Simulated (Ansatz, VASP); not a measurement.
# BN in VASP and in Ansatz

Contents of INCAR:

```
SYSTEM = BN
PREC = Accurate ; ENCUT = 600
EDIFF = 1E-6 ; ISMEAR = 0
SIGMA = 0.01 ; LREAL = .FALSE.
LASPH = .TRUE. ; NELM = 120
ALGO = Normal ; ISIF = 2
LWAVE = .FALSE. ; LCHARG = .FALSE.
GGA = CA ; NBANDS = 11
GGA_COMPAT = .FALSE.
```

The input KPOINTS:

```
regular mesh
0
G
  8 8 8
  0 0 0
```

POSCAR

```
BN
1.0
    0.0000000000      1.8075000000      1.8075000000
    1.8075000000      0.0000000000      1.8075000000
    1.8075000000      1.8075000000      0.0000000000
B N
1 1
Direct
    0.0000000000      0.0000000000      0.0000000000
    0.7500000000      0.7500000000      0.7500000000
```

Input for Ansatz:

```yaml
crystal:
  lattice:
    bravais: fcc
    a: 3.615
  space_group: 216
  atoms:
    - { symbol: B, position: [0.0, 0.0, 0.0] }
    - { symbol: "N", position: [0.25, 0.25, 0.75] }
  reduce_to_primitive: true
kpoints:
  mp_grid:
    grid: [8, 8, 8]
hamiltonian:
  xc: lda
  pseudopotentials:
    kind: paw
scf:
  occupations:
    method: fixed
output:
  forces: true
  stress: true
  eigenvalues: true
```

Alike in both runs: task single point; functional LDA; k mesh 8 × 8 × 8; no spin polarisation.

```csv
,VASP,Ansatz
version,VASP 6.6.1,Ansatz 0.2.0
potentials or method,"VASP PAW LDA potentials, release 64 (B, N)","plane waves, PAW"
plane-wave cutoff (eV),600,420
occupations,"gaussian, width 0.01 eV",fixed
valence electrons in the cell,8,8
```

|  | VASP | Ansatz | Ansatz less VASP |
| --- | --- | --- | --- |
| gap on the k mesh at the Fermi level (eV) | 4.34 | 4.36 | +0.016 |
| pressure (GPa) | -10.3 | -11.0 | -0.68 |

LDA's correlation is that of Perdew and Zunger in VASP and of Perdew and Wang (1992) in Ansatz.
